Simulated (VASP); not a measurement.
# GaP2 (P1) in VASP: single point with PBE

Aim: the single point of GaP2 with PBE.

Everything below comes from runs of VASP 6.6.1. Logs are shortened: lines on timing, memory, paths and dates and some standing lists are left out, and cuts for length are marked.

### 1 The cell of the first run

The typed cell holds 6 atoms: a = 2.558 Å, b = 2.541 Å, c = 15.403 Å, α = 90.00°, β = 90.03°, γ = 95.09°.

### 2 Single point, PBE

INCAR

```
  PREC = Accurate
  ENCUT = 520
  EDIFF = 1E-7
  ISMEAR = 0
  SIGMA = 0.2
  LREAL = False
  LASPH = True
  NELM = 100
  ALGO = Normal
  ISIF = 2
  LWAVE = False
  LCHARG = False
  GGA = PE
  NBANDS = 32
```

KPOINTS

```
Automatic mesh
0
Gamma
  8 8 2
```

POSCAR

```
GaP2
1.0
    2.5549871008     -0.1138337829     -0.0007964500
   -0.1125369854      2.5389994638      0.0002731644
   -0.0023322064     -0.0018701533     15.4030152655
Ga P
2 4
Direct
   -0.0008679429      0.0001817068      0.2502886111
   -0.0004117322     -0.0009876241      0.7497316892
   -0.0010058449     -0.0009146108      0.4236311193
   -0.0002685037      0.0003786768      0.9236041625
    0.0019086592      0.0008347772      0.0764231105
    0.0006453646      0.0005070741      0.5763213074
```

Potentials or basis: VASP PAW PBE potentials, release 64 (Ga_d, P).

On the command line:

```
$ cat potpaw_PBE.64/Ga_d/POTCAR potpaw_PBE.64/P/POTCAR > POTCAR
$ mpirun -np 1 vasp_std > vasp.out
```

OUTCAR:

```text
PREC = Accurate
   ENCUT = 520
   EDIFF = 1E-7
   ISMEAR = 0
   LREAL = False
   LASPH = True
   NELM = 100
   ISIF = 2
   GGA = PE

 ion  position               nearest neighbor table
   1  0.999  0.000  0.250-   3 2.67   5 2.68
   2  1.000  0.999  0.750-   6 2.67   4 2.68
   3  0.999  0.999  0.424-   6 2.35   1 2.67
   4  1.000  0.000  0.924-   5 2.35   2 2.68
   5  0.002  0.001  0.076-   4 2.35   1 2.68
   6  0.001  0.001  0.576-   3 2.35   2 2.67

  LATTYP: Found a triclinic cell.
 ALAT       =     2.5575218180
 B/A-ratio  =     1.4709846133
 C/A-ratio  =     6.0226331001
 COS(alpha) =     0.0003060591
 COS(beta)  =     0.0004572729
 COS(gamma) =     0.7397397818

  Lattice vectors:

 A1 = (   2.5549871008,  -0.1138337829,  -0.0007964500)
 A2 = (   2.6675240862,  -2.6528332467,  -0.0010696144)
 A3 = (   0.0023322064,   0.0018701533, -15.4030152655)

Analysis of symmetry for initial positions (statically):
=====================================================================
 Subroutine PRICEL returns:
 Original cell was already a primitive cell.

 Routine SETGRP: Setting up the symmetry group for a
 triclinic supercell.

 Subroutine GETGRP returns: Found  1 space group operations
 (whereof  1 operations were pure point group operations)
 out of a pool of  2 trial point group operations.

The static configuration has the point symmetry C_1 .

Analysis of symmetry for dynamics (positions and initial velocities):
=====================================================================
 Subroutine PRICEL returns:
 Original cell was already a primitive cell.

 Routine SETGRP: Setting up the symmetry group for a
 triclinic supercell.

 Subroutine GETGRP returns: Found  1 space group operations
 (whereof  1 operations were pure point group operations)
 out of a pool of  2 trial point group operations.

The dynamic configuration has the point symmetry C_1 .

 Subroutine INISYM returns: Found  1 space group operations
 (whereof  1 operations are pure point group operations),
 and found     1 'primitive' translations

----------------------------------------------------------------------------------------
[... 98 lines left out ...]
   LASPH  =      T    aspherical Exc in radial PAW
   ENCUT  =  520.0 eV  38.22 Ry    6.18 a.u.   4.76  4.73 28.64*2*pi/ulx,y,z
   NELM   =    100;   NELMIN=  2; NELMDL= -5     # of ELM steps
   EDIFF  = 0.1E-06   stopping-criterion for ELM
   LREAL  =      F    real-space projection
   EDIFFG = 0.1E-05   stopping-criterion for IOM
   NSW    =      0    number of steps for IOM
   IBRION =     -1    ionic relax: 0-MD 1-quasi-New 2-CG
   NFREE  =      0    steps in history (QN), initial steepest desc. (CG)
   ISIF   =      2    stress and relaxation
   ISYM   =      2    0-nonsym 1-usesym 2-fastsym
   POTIM  = 0.5000    time-step for ionic-motion
   TEBEG  =    0.0;   TEEND  =   0.0 temperature during run
   PSTRESS=    0.0 pullay stress
   NELECT =      46.0000    total number of electrons
   NUPDOWN=      -1.0000    fix difference up-down
   EMIN   =  10.00;   EMAX   =-10.00  energy-range for DOS
   EFERMI =   0.00;   METHOD = LEGACY
   ISMEAR =     0;   SIGMA  =   0.20  broadening in eV -4-tet -1-fermi 0-gaus
   EFERMI_NEDOS =   21; number of points for ismear=-14 and -15
   IALGO  =     38    algorithm
   IMIX   =      4    mixing-type and parameters
     AMIX     =   0.40;   BMIX     =  1.00
     AMIX_MAG =   1.60;   BMIX_MAG =  1.00
  volume/ion in A,a.u.               =      16.62       112.16
  Fermi-wavevector in a.u.,A,eV,Ry     =   1.264915  2.390342 21.769448  1.600009
  Thomas-Fermi vector in A             =   2.398195
   LORBIT       =      0    0 simple, 1 ext, 2 COOP (PROOUT), +10 PAW based schemes
   GGA     = PE    functional components
   LHFCALC =     F    Hartree Fock is set to
   AEXX    =    0.0000 exact exchange contribution
   IVDW    =     0    specifies the selected vdW correction
   LEPSILON=     F    determine dielectric tensor
   LRPA    =     F    only Hartree local field effects (RPA)
 non-spin polarized calculation
 Gauss-broadening in eV      SIGMA  =   0.20
  energy-cutoff  :      520.00
  volume of cell :       99.72
 maximum number of plane-waves:      2706
   NGX =  9   NGY =  9   NGZ = 57

 number of electron      46.0000018 magnetization

 Free energy of the ion-electron system (eV)
  ---------------------------------------------------
  ext. energy  EPLUGINS =         0.00000000
  ---------------------------------------------------
  free energy    TOTEN  =       -26.27207038 eV

  energy without entropy =      -26.22889417  energy(sigma->0) =      -26.25048228

 E-fermi :   7.4042     XC(G=0): -10.9810

 val. band max:        7.3804693561   @ k =   0.3750   0.0000   0.0000
 cond. band min:       7.4161265466   @ k =   0.3750   0.1250   0.0000
 fundamental gap:      0.0356571905
 Fermi energy:         7.4042007796

 k-point     1 :       0.0000    0.0000    0.0000
  band No.  band energies     occupation
      1      -8.0117      2.00000
      2      -8.0116      2.00000
      3      -7.9311      2.00000
      4      -7.8108      2.00000
      5      -7.6815      2.00000
      6      -7.6092      2.00000
[... 829 lines left out ...]
     31      12.1880      0.00000
     32      13.0814      0.00000

 [... further k-points ...]

------------------------ aborting loop because EDIFF is reached ----------------------------------------

  FORCE on cell =-STRESS in cart. coord.  units (eV):
  Direction    XX          YY          ZZ          XY          YZ          ZX
  --------------------------------------------------------------------------------------
  -------------------------------------------------------------------------------------
  Total       -0.0861846      0.1273116     -0.0295818      0.0325437     -0.0002675     -0.0027983
  in kB       -1.3846545      2.0454089     -0.4752659      0.5228527     -0.0042981     -0.0449583
  external PRESSURE =       0.0618295 kB  Pullay stress =       0.0000000 kB

 VOLUME and BASIS-vectors are now :
 -----------------------------------------------------------------------------
  energy-cutoff  :      520.00
  volume of cell :       99.72
      direct lattice vectors                 reciprocal lattice vectors
     2.554987101 -0.113833783 -0.000796450     0.392165862  0.017382102  0.000061489
    -0.112536985  2.538999464  0.000273164     0.017582422  0.394635239  0.000050577
    -0.002332206 -0.001870153 15.403015266     0.000019966 -0.000006100  0.064922356

 POSITION                                       TOTAL-FORCE (eV/Angst)
 -----------------------------------------------------------------------------------
      2.55217     -0.11374      3.85440         0.000994     -0.000029     -0.015195
      2.43976      2.42130     11.54761         0.000568      0.001077      0.013515
      2.43900      2.42217      6.52467         0.001358      0.002003      0.028777
      2.55210     -0.11457     14.22549         0.002888     -0.000968      0.031174
      0.00460      0.00176      1.17715        -0.004085      0.000064     -0.031438
      0.00025      0.00014      8.87709        -0.001724     -0.002148     -0.026832
 -----------------------------------------------------------------------------------
    total drift:                                0.000121      0.000039      0.000023

  FREE ENERGIE OF THE ION-ELECTRON SYSTEM (eV)
  ---------------------------------------------------
  free  energy   TOTEN  =       -26.2720703804 eV

  energy  without entropy=      -26.2288941703  energy(sigma->0) =      -26.25048228
```

OSZICAR:

```text
N       E                     dE             d eps       ncg     rms          rms(c)
DAV:   1     0.341663580441E+03    0.34166E+03   -0.20651E+04  4728   0.201E+03
DAV:   2     0.193395995834E+02   -0.32232E+03   -0.30615E+03  4680   0.512E+02
DAV:   3    -0.244339895572E+02   -0.43774E+02   -0.41888E+02  5336   0.130E+02
DAV:   4    -0.262689475802E+02   -0.18350E+01   -0.18183E+01  5584   0.277E+01
DAV:   5    -0.263198093723E+02   -0.50862E-01   -0.50832E-01  5416   0.440E+00    0.830E+00
DAV:   6    -0.262719950749E+02    0.47814E-01   -0.16477E-01  6048   0.409E+00    0.499E+00
DAV:   7    -0.262730439693E+02   -0.10489E-02   -0.84944E-02  6304   0.297E+00    0.336E-01
DAV:   8    -0.262717055296E+02    0.13384E-02   -0.13338E-02  5992   0.136E+00    0.151E-01
DAV:   9    -0.262720191202E+02   -0.31359E-03   -0.19763E-03  6328   0.311E-01    0.934E-02
DAV:  10    -0.262721069954E+02   -0.87875E-04   -0.19930E-03  6400   0.255E-01    0.617E-02
DAV:  11    -0.262720743089E+02    0.32686E-04   -0.59309E-04  5888   0.153E-01    0.197E-02
DAV:  12    -0.262720678821E+02    0.64268E-05   -0.11197E-04  5608   0.597E-02    0.147E-02
DAV:  13    -0.262720704098E+02   -0.25277E-05   -0.16221E-05  5048   0.207E-02    0.748E-03
DAV:  14    -0.262720705748E+02   -0.16499E-06   -0.16438E-06  5336   0.730E-03    0.259E-03
DAV:  15    -0.262720704280E+02    0.14674E-06   -0.53905E-07  4544   0.500E-03    0.595E-04
DAV:  16    -0.262720703804E+02    0.47655E-07   -0.39183E-08  3176   0.131E-03
   1 F= -.26272070E+02 E0= -.26250482E+02  d E =-.431762E-01
```

Run time: 1.8 min. Hardware: 1 thread of Intel Xeon 6975P-C (Granite Rapids), shared host; peak memory 0.31 GiB.

What came out:

- Free energy: -26.2721 eV
- Pressure: 0.0 GPa
- Largest force: 0.032 eV/Å
- Band gap on the k mesh: zero (bands 23 and 24 overlap by 6.51 eV)

Forces in eV/Å, atoms in the order of the input:
```
Ga   0.001  0.000 -0.015
Ga   0.001  0.001  0.014
P    0.001  0.002  0.029
P    0.003 -0.001  0.031
P   -0.004  0.000 -0.031
P   -0.002 -0.002 -0.027
```

Stress tensor (GPa, compression positive):
```
-0.14  0.05  0.00
 0.05  0.20  0.00
 0.00  0.00 -0.05
```
